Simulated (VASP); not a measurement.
# P3C (P6_3/mmc) in VASP: notebook

The runs below take P3C through single point, relaxation of cell and atoms, with PBE.

Program: VASP 6.6.1. These are calculated values, not measurements. Logs are shortened: lines on timing, memory, paths and dates and some standing lists are left out, and cuts for length are marked.

## Step 1: The cell of the first run

Symmetry: P6_3/mmc, No. 194, hexagonal system. The conventional cell has a = 8.353 Å, b = 8.353 Å, c = 3.610 Å, α = 90.00°, β = 90.00°, γ = 120.00°. Within 2.8 Å of P (site symmetry mm2) lie 2 P at 2.14 Å and 2 C at 2.19 Å. Within 2.9 Å of C (site symmetry -6m2) lie 6 P at 2.19 Å.

The cell was generated, and may not be a known phase.

## Step 2: Single point, PBE

File INCAR:

```
PREC = Accurate
ENCUT = 1300
EDIFF = 1E-6
ISMEAR = 0
SIGMA = 0.1
LREAL = F
LASPH = T
NELM = 120
ALGO = Normal
ISIF = 2
LWAVE = F
LCHARG = F
GGA = PE
NBANDS = 29
GGA_COMPAT = F
```

File KPOINTS:

```
regular mesh
0
Gamma
  3 3 4
```

File POSCAR:

```
P3C
1.0
    8.3526636540      0.0000000042      0.0000000000
   -4.1763318306      7.2336189116      0.0000000000
    0.0000000000      0.0000000000      3.6097771647
P C
6 2
Direct
    0.2480381528      0.4960763057      0.2500000000
    0.5039236943      0.7519618472      0.2500000000
    0.2480381528      0.7519618472      0.2500000000
    0.7519618472      0.5039236943      0.7500000000
    0.4960763057      0.2480381528      0.7500000000
    0.7519618472      0.2480381528      0.7500000000
    0.3333333333      0.6666666667      0.7500000000
    0.6666666667      0.3333333333      0.2500000000
```

Potentials or basis: VASP PAW PBE potentials, release 64 (P, C_h).

On the command line:

```sh
$ cat potpaw_PBE.64/P/POTCAR potpaw_PBE.64/C_h/POTCAR > POTCAR
$ mpirun -np 1 vasp_std > vasp.out
```

OUTCAR:

```text
PREC = Accurate
   ENCUT = 1300
   EDIFF = 1E-6
   ISMEAR = 0
   LREAL = F
   LASPH = T
   NELM = 120
   ISIF = 2
   GGA = PE

 ion  position               nearest neighbor table
   1  0.248  0.496  0.250-   3 2.14   2 2.14   7 2.19   7 2.19
   2  0.504  0.752  0.250-   3 2.14   1 2.14   7 2.19   7 2.19
   3  0.248  0.752  0.250-   2 2.14   1 2.14   7 2.19   7 2.19
   4  0.752  0.504  0.750-   6 2.14   5 2.14   8 2.19   8 2.19
   5  0.496  0.248  0.750-   6 2.14   4 2.14   8 2.19   8 2.19
   6  0.752  0.248  0.750-   5 2.14   4 2.14   8 2.19   8 2.19
   7  0.333  0.667  0.750-   3 2.19   3 2.19   2 2.19   2 2.19   1 2.19   1 2.19
   8  0.667  0.333  0.250-   6 2.19   6 2.19   5 2.19   5 2.19   4 2.19   4 2.19

  LATTYP: Found a hexagonal cell.
 ALAT       =     8.3526636540
 C/A-ratio  =     0.4321707798

  Lattice vectors:

 A1 = (   8.3526636540,   0.0000000042,   0.0000000000)
 A2 = (  -4.1763318306,   7.2336189116,   0.0000000000)
 A3 = (   0.0000000000,   0.0000000000,   3.6097771647)

Analysis of symmetry for initial positions (statically):
=====================================================================
 Subroutine PRICEL returns:
 Original cell was already a primitive cell.

 Routine SETGRP: Setting up the symmetry group for a
 hexagonal supercell.

 Subroutine GETGRP returns: Found 24 space group operations
 (whereof 12 operations were pure point group operations)
 out of a pool of 24 trial point group operations.

The static configuration has the point symmetry D_3d.
 The point group associated with its full space group is D_6h.

Analysis of symmetry for dynamics (positions and initial velocities):
=====================================================================
 Subroutine PRICEL returns:
 Original cell was already a primitive cell.

 Routine SETGRP: Setting up the symmetry group for a
 hexagonal supercell.

 Subroutine GETGRP returns: Found 24 space group operations
 (whereof 12 operations were pure point group operations)
 out of a pool of 24 trial point group operations.

The dynamic configuration has the point symmetry D_3d.
 The point group associated with its full space group is D_6h.

 Subroutine INISYM returns: Found 24 space group operations
 (whereof 12 operations are pure point group operations),
 and found     1 'primitive' translations

----------------------------------------------------------------------------------------

                                     Primitive cell

  volume of cell :     218.1027

  direct lattice vectors                    reciprocal lattice vectors
     8.352663654  0.000000004  0.000000000     0.119722288  0.069121695  0.000000000
    -4.176331831  7.233618912  0.000000000    -0.000000000  0.138243390  0.000000000
     0.000000000  0.000000000  3.609777165     0.000000000  0.000000000  0.277025410

  length of vectors
     8.352663654  8.352663654  3.609777165     0.138243390  0.138243390  0.277025410

  position of ions in fractional coordinates (direct lattice)
     0.248038153  0.496076306  0.250000000
     0.503923694  0.751961847  0.250000000
     0.248038153  0.751961847  0.250000000
     0.751961847  0.503923694  0.750000000
     0.496076306  0.248038153  0.750000000
     0.751961847  0.248038153  0.750000000
     0.333333333  0.666666667  0.750000000
     0.666666667  0.333333333  0.250000000

  ion indices of the primitive-cell ions
   primitive index   ion index
                 1           1
                 2           2
                 3           3
                 4           4
                 5           5
                 6           6
                 7           7
                 8           8

----------------------------------------------------------------------------------------

 KPOINTS: regular mesh

Automatic generation of k-mesh.
 Grid dimensions read from file:
 generate k-points for:    3    3    4

 Generating k-lattice:

  Cartesian coordinates                     Fractional coordinates (reciprocal lattice)
     0.039907429  0.023040565  0.000000000     0.333333333  0.000000000  0.000000000
    -0.000000000  0.046081130  0.000000000     0.000000000  0.333333333  0.000000000
     0.000000000  0.000000000  0.069256353     0.000000000  0.000000000  0.250000000

  Length of vectors
     0.046081130  0.046081130  0.069256353

  Shift w.r.t. Gamma in fractional coordinates (k-lattice)
     0.000000000  0.000000000  0.000000000

 Subroutine IBZKPT returns following result:
 ===========================================

 Found      9 irreducible k-points:

 Following reciprocal coordinates:
            Coordinates               Weight
  0.000000  0.000000  0.000000      1.000000
  0.333333 -0.000000  0.000000      6.000000
  0.333333  0.333333  0.000000      2.000000
  0.000000  0.000000  0.250000      2.000000
  0.333333 -0.000000  0.250000     12.000000
  0.333333  0.333333  0.250000      4.000000
  0.000000  0.000000  0.500000      1.000000
[... 73 lines left out ...]
 fundamental gap:      0.1476219264
 Fermi energy:         2.4371968672

 k-point     1 :       0.0000    0.0000    0.0000
  band No.  band energies     occupation
      1     -14.5547      2.00000
      2     -14.4531      2.00000
      3      -7.6823      2.00000
      4      -7.6823      2.00000
      5      -7.5078      2.00000
      6      -7.5078      2.00000
[... 21 lines left out ...]
     28       5.4721      0.00000
     29       6.1043      0.00000

 k-point     2 :       0.3333   -0.0000    0.0000
  band No.  band energies     occupation
      1     -14.5336      2.00000
      2     -14.4750      2.00000
      3      -7.7763      2.00000
      4      -7.7343      2.00000
      5      -7.4536      2.00000
      6      -7.3974      2.00000
[... 21 lines left out ...]
     28       5.4969      0.00000
     29       6.1964      0.00000

 k-point     3 :       0.3333    0.3333    0.0000
  band No.  band energies     occupation
      1     -14.5045      2.00000
      2     -14.5045      2.00000
      3      -7.8571      2.00000
      4      -7.5954      2.00000
      5      -7.5954      2.00000
      6      -7.3039      2.00000
[... 21 lines left out ...]
     28       6.0306      0.00000
     29       6.0306      0.00000

 k-point     4 :       0.0000    0.0000    0.2500
  band No.  band energies     occupation
      1     -14.0828      2.00000
      2     -13.9928      2.00000
      3      -8.0968      2.00000
      4      -8.0234      2.00000
      5      -7.2341      2.00000
      6      -7.2341      2.00000
[... 21 lines left out ...]
     28       5.9095      0.00000
     29       6.3527      0.00000

 k-point     5 :       0.3333   -0.0000    0.2500
  band No.  band energies     occupation
      1     -14.0640      2.00000
      2     -14.0121      2.00000
      3      -8.0820      2.00000
      4      -8.0396      2.00000
      5      -7.3169      2.00000
      6      -7.2799      2.00000
[... 21 lines left out ...]
     28       5.8606      0.00000
     29       6.6395      0.00000

 k-point     6 :       0.3333    0.3333    0.2500
  band No.  band energies     occupation
      1     -14.0382      2.00000
      2     -14.0382      2.00000
      3      -8.0612      2.00000
      4      -8.0612      2.00000
      5      -7.3885      2.00000
      6      -7.1587      2.00000
[... 21 lines left out ...]
     28       5.8116      0.00000
     29       6.8198      0.00000

 k-point     7 :       0.0000    0.0000    0.5000
  band No.  band energies     occupation
      1     -13.3227      2.00000
      2     -13.3227      2.00000
      3      -9.9252      2.00000
      4      -9.9252      2.00000
      5      -6.5446      2.00000
      6      -6.5446      2.00000
[... 21 lines left out ...]
     28       5.5194      0.00000
     29       5.9292      0.00000

 k-point     8 :       0.3333   -0.0000    0.5000
  band No.  band energies     occupation
      1     -13.3224      2.00000
      2     -13.3224      2.00000
      3      -9.9263      2.00000
      4      -9.9263      2.00000
      5      -6.5470      2.00000
      6      -6.5470      2.00000
[... 21 lines left out ...]
     28       5.6235      0.00000
     29       6.1617      0.00000

 k-point     9 :       0.3333    0.3333    0.5000
  band No.  band energies     occupation
      1     -13.3223      2.00000
      2     -13.3223      2.00000
      3      -9.9269      2.00000
      4      -9.9269      2.00000
      5      -6.5530      2.00000
      6      -6.5530      2.00000
[... 21 lines left out ...]
     28       5.9492      0.00000
     29       6.3014      0.00000

------------------------ aborting loop because EDIFF is reached ----------------------------------------

  FORCE on cell =-STRESS in cart. coord.  units (eV):
  Direction    XX          YY          ZZ          XY          YZ          ZX
  --------------------------------------------------------------------------------------
  -------------------------------------------------------------------------------------
  Total       -0.3179257     -0.3179257     -0.0309504     -0.0000000      0.0000000      0.0000000
  in kB       -2.3354749     -2.3354749     -0.2273608     -0.0000000      0.0000000      0.0000000
  external PRESSURE =      -1.6327702 kB  Pullay stress =       0.0000000 kB

 VOLUME and BASIS-vectors are now :
 -----------------------------------------------------------------------------
  energy-cutoff  :     1300.00
  volume of cell :      218.10
      direct lattice vectors                 reciprocal lattice vectors
     8.352663654  0.000000004  0.000000000     0.119722288  0.069121695  0.000000000
    -4.176331831  7.233618912  0.000000000    -0.000000000  0.138243390  0.000000000
     0.000000000  0.000000000  3.609777165     0.000000000  0.000000000  0.277025410

 POSITION                                       TOTAL-FORCE (eV/Angst)
 -----------------------------------------------------------------------------------
     -0.00000      3.58843      0.90244        -0.000000      0.142469      0.000000
      1.06866      5.43941      0.90244        -0.123382     -0.071235     -0.000000
     -1.06866      5.43941      0.90244         0.123382     -0.071235      0.000000
      4.17633      3.64519      2.70733         0.000000     -0.142469      0.000000
      3.10767      1.79421      2.70733         0.123382      0.071235      0.000000
      5.24499      1.79421      2.70733        -0.123382      0.071235      0.000000
     -0.00000      4.82241      2.70733         0.000000     -0.000000      0.000000
      4.17633      2.41121      0.90244         0.000000     -0.000000      0.000000
 -----------------------------------------------------------------------------------
    total drift:                               -0.000000      0.000000     -0.000000

  FREE ENERGIE OF THE ION-ELECTRON SYSTEM (eV)
  ---------------------------------------------------
  free  energy   TOTEN  =       -41.4570951715 eV

  energy  without entropy=      -41.4437949728  energy(sigma->0) =      -41.45044507
```

It took 5.5 min on 1 thread of Intel Xeon Platinum 8259CL at 2.50GHz (Skylake/Cascade Lake), shared host; peak memory 0.82 GiB.

Results:

- Free energy: -41.4571 eV
- Pressure: -0.2 GPa
- Largest force: 0.142 eV/Å
- Band gap on the k mesh: zero (bands 19 and 20 overlap by 2.90 eV)

Forces on the atoms (eV/Å):
```
P    0.000  0.142  0.000
P   -0.123 -0.071  0.000
P    0.123 -0.071  0.000
P    0.000 -0.142  0.000
P    0.123  0.071  0.000
P   -0.123  0.071  0.000
C    0.000  0.000  0.000
C    0.000  0.000  0.000
```

Stress tensor (GPa, compression positive):
```
-0.23  0.00  0.00
 0.00 -0.23  0.00
 0.00  0.00 -0.02
```

Caveat: the k points lie up to 0.44 Å⁻¹ apart, too coarse for converged energies and pressures of a metal; this functional lacks dispersion, which binds layers or chains, so the pressure and a relaxed spacing across them are unreliable.

## Step 3: Single point, PBE

This run uses another cell than the first one, of 27.71 Å³/atom.

File INCAR:

```
SYSTEM = P3C
  ALGO = Normal
  EDIFF = 1E-6
  ENCUT = 1300
  GGA = PE
  GGA_COMPAT = .False.
  ISIF = 2
  ISMEAR = 0
  LASPH = .True.
  LCHARG = .False.
  LREAL = .False.
  LWAVE = .False.
  NBANDS = 29
  NELM = 120
  PREC = Accurate
  SIGMA = 0.1
```

File KPOINTS:

```
k-points
0
Gamma
  3 3 6
  0 0 0
```

File POSCAR:

```
P3C
1.0
    8.7064742663      0.0000000000      0.0000000000
   -4.3532371332      7.5400278920      0.0000000000
    0.0000000000      0.0000000000      3.3762707310
P C
6 2
Direct
    0.2497852439      0.4995704878      0.2500000000
    0.5004295122      0.7502147561      0.2500000000
    0.2497852439      0.7502147561      0.2500000000
    0.7502147561      0.5004295122      0.7500000000
    0.4995704878      0.2497852439      0.7500000000
    0.7502147561      0.2497852439      0.7500000000
    0.3333333333      0.6666666667      0.7500000000
    0.6666666667      0.3333333333      0.2500000000
```

Potentials or basis: VASP PAW PBE potentials, release 64 (P, C_h).

On the command line:

```sh
$ cat potpaw_PBE.64/P/POTCAR potpaw_PBE.64/C_h/POTCAR > POTCAR
$ mpirun -np 1 vasp_std > vasp.out
```

It took 21 min on 1 thread of AMD EPYC, shared host; peak memory 0.92 GiB.

Results (log left out):

* Free energy: -41.7695 eV
* Pressure: -0.1 GPa
* Largest force: 0.125 eV/Å
* Band gap on the k mesh: zero (bands 19 and 20 overlap by 3.18 eV)

Forces in eV/Å, atoms in the order of the input:
```
P    0.000  0.125  0.000
P   -0.109 -0.063  0.000
P    0.109 -0.063  0.000
P    0.000 -0.125  0.000
P    0.109  0.063  0.000
P   -0.109  0.063  0.000
C    0.000  0.000  0.000
C    0.000  0.000  0.000
```

Stress tensor (GPa, compression positive):
```
-0.21  0.00  0.00
 0.00 -0.21  0.00
 0.00  0.00 -0.02
```

Levels at points of the mesh, in eV from the Fermi level:
| k point | band 16 | band 17 | band 18 | band 19 | band 20 | band 21 | band 22 | band 23 |
| --- | --- | --- | --- | --- | --- | --- | --- | --- |
| (0.00, 0.00, 0.00) | -4.21 | -1.06 | -1.06 | -0.23 | -0.23 | 0.30 | 0.54 | 0.54 |
| (0.00, 0.00, 0.50) | -3.43 | -3.43 | -3.43 | 0.77 | 0.77 | 2.03 | 2.03 | 2.37 |

Caveat: this functional lacks dispersion, which binds layers or chains, so the pressure and a relaxed spacing across them are unreliable.

## Step 4: Relaxation of cell and atoms, PBE

File INCAR:

```
ALGO = Normal
EDIFF = 1E-7
EDIFFG = -0.04
ENCUT = 1300
GGA = PE
GGA_COMPAT = False
IBRION = 2
ISIF = 3
ISMEAR = 0
LASPH = True
LCHARG = False
LREAL = False
LWAVE = False
NELM = 120
NELMIN = 4
NSW = 90
PREC = Accurate
SIGMA = 0.1
```

File KPOINTS:

```
k-points
0
Gamma
  3 3 6
```

File POSCAR:

```
P3C
1.0
    8.3526636540      0.0000000000      0.0000000000
   -4.1763318270      7.2336189136      0.0000000000
    0.0000000000      0.0000000000      3.6097771647
P C
6 2
Direct
    0.2480381528      0.4960763057      0.2500000000
    0.5039236943      0.7519618472      0.2500000000
    0.2480381528      0.7519618472      0.2500000000
    0.7519618472      0.5039236943      0.7500000000
    0.4960763057      0.2480381528      0.7500000000
    0.7519618472      0.2480381528      0.7500000000
    0.3333333333      0.6666666667      0.7500000000
    0.6666666667      0.3333333333      0.2500000000
```

On the command line:

```sh
$ cat potpaw_PBE.64/P/POTCAR potpaw_PBE.64/C_h/POTCAR > POTCAR
$ mpirun -np 1 vasp_std > vasp.out
```

Wall time 58 min (1 thread of AMD EPYC 7R13 (Zen 3), shared host); peak memory 0.96 GiB.

It converged, with:

```
Free energy                           : -41.7538 eV
Relaxed volume                        : 25.90 Å³/atom
Relaxed cell                          : a = 8.410 Å, b = 8.410 Å, c = 3.383 Å, α = 90.00°, β = 90.00°, γ = 120.00°
Space group after relaxing (to 0.1 Å) : P6_3/mmc (No. 194)
Energy gained by relaxing             : 55.2 meV/atom
Ionic steps                           : 10
Pressure after relaxing               : 0.0 GPa
Largest force after relaxing          : 0.022 eV/Å
Band gap on the k mesh                : zero (bands 19 and 20 overlap by 3.26 eV)
```

Forces on the atoms (eV/Å):
```
P    0.000  0.022  0.000
P   -0.019 -0.011  0.000
P    0.019 -0.011  0.000
P    0.000 -0.022  0.000
P    0.019  0.011  0.000
P   -0.019  0.011  0.000
C    0.000  0.000  0.000
C    0.000  0.000  0.000
```

Stress tensor (GPa, compression positive):
```
 0.16  0.00  0.00
 0.00  0.16  0.00
 0.00  0.00 -0.22
```

The path:
```tsv
step	energy change (eV)	largest force (eV/Å)	pressure (GPa)	volume (Å³)
1	0.0000	0.4197	-0.28	218.10
2	-0.2502	0.3252	-2.76	216.53
3	0.8813	2.8299	-3.71	210.70
4	-0.2815	1.0219	-3.31	215.65
5	-0.2832	0.8998	-3.23	215.83
6	-0.3215	1.0138	-2.90	214.03
7	-0.3342	1.1046	-2.57	212.43
8	-0.3839	0.8319	-1.91	210.99
9	-0.4414	0.0726	0.26	206.80
10	-0.4420	0.0217	0.03	207.20
```

Final structure:
```yaml
crystal:
  lattice:
    - [8.41017, 0.00000, 0.00000]
    - [-4.20508, 7.28342, 0.00000]
    - [0.00000, 0.00000, 3.38265]
  atoms:
    - { symbol: P, position: [0.24701, 0.49402, 0.25000] }
    - { symbol: P, position: [0.50598, 0.75299, 0.25000] }
    - { symbol: P, position: [0.24701, 0.75299, 0.25000] }
    - { symbol: P, position: [0.75299, 0.50598, 0.75000] }
    - { symbol: P, position: [0.49402, 0.24701, 0.75000] }
    - { symbol: P, position: [0.75299, 0.24701, 0.75000] }
    - { symbol: C, position: [0.33333, 0.66667, 0.75000] }
    - { symbol: C, position: [0.66667, 0.33333, 0.25000] }
```

Levels at points of the mesh, in eV from the Fermi level:
```
           k point  band 17  band 18  band 19  band 20  band 21  band 22
(0.00, 0.00, 0.00)    -1.06    -1.06    -0.19    -0.19     0.17     0.51
(0.00, 0.00, 0.50)    -3.44    -3.44     0.83     0.83     2.01     2.01
```

Caveat: this functional lacks dispersion, which binds layers or chains, so the pressure and a relaxed spacing across them are unreliable.

## Step 5: Overview

```tsv
task	cell	k mesh	gap on the mesh (eV)	pressure (GPa)	largest force (eV/Å)
single point	a = 8.353, b = 8.353, c = 3.610 Å, angles 90.0, 90.0, 120.0°, 8 atoms, atomic positions A	3 × 3 × 4	none	-0.2	0.14
single point	a = 8.706, b = 8.706, c = 3.376 Å, angles 90.0, 90.0, 120.0°, 8 atoms, atomic positions B	3 × 3 × 6	none	-0.1	0.13
relaxation of cell and atoms	relaxed from a = 8.353, b = 8.353, c = 3.610 Å, angles 90.0, 90.0, 120.0°, 8 atoms, atomic positions A	3 × 3 × 6	none	0.0	0.02
```

Alike in all rows: level PBE; potentials or basis VASP PAW PBE potentials, release 64 (P, C_h); no spin polarisation; cutoff (eV) 1300; smearing gaussian 0.1 eV.

Caveats: some runs use coarse meshes; this functional lacks dispersion, which binds layers or chains, so the pressure and a relaxed spacing across them are unreliable.

Absolute energies hang on the potentials; compare differences alone.

The gap in the log of VASP goes by the Fermi energy; the results here count the filled bands.